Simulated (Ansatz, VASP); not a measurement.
# Al4B3Sb: VASP beside Ansatz

```
CELL_PARAMETERS angstrom
3.92421 0.00962 -0.00171
-1.16559 5.58320 0.00943
-1.74503 -2.51639 5.43576
ATOMIC_POSITIONS crystal
Al 0.74639 0.85020 0.83870
Al 0.02621 0.73160 0.49298
Al 0.61124 0.34662 0.78043
Al 0.32869 0.53020 0.12694
B 0.88922 0.72074 0.12618
B 0.05089 0.14889 0.76478
B 0.44916 0.51304 0.49411
Sb 0.89047 0.15702 0.35771
```

Alike in both runs: task single point; functional PBE; k mesh 6 × 4 × 4; occupations gaussian, width 0.2 eV; no spin polarisation.

|  | VASP | Ansatz |
| --- | --- | --- |
| version | VASP 6.6.1 | Ansatz 0.2.0 |
| potentials or method | VASP PAW PBE potentials, release 64 (Al, B, Sb), cutoff 520 eV | scalar-relativistic, plane waves, PAW |
| valence electrons in the cell | 26 | 36 |

|  | VASP | Ansatz | Ansatz less VASP |
| --- | --- | --- | --- |
| gap on the k mesh at the Fermi level (eV) | none | none | - |
| pressure (GPa) | 0.0 | 0.0 | -0.02 |
| traceless stress, the component that is largest in VASP (GPa) | -0.44 | -0.40 | +0.043 |
| rms of the force components (eV/Å) | 0.018 | 0.009 | -0.0091 |

Atom by atom the forces differ by 0.012 eV/Å (rms over components). A gap of «none» marks a metal or a gap that the smearing closes. VASP's potentials hold 26 valence electrons a cell and Ansatz's 36, so a difference there can come from the potentials and not from the codes.

Neither program's run includes spin-orbit coupling.
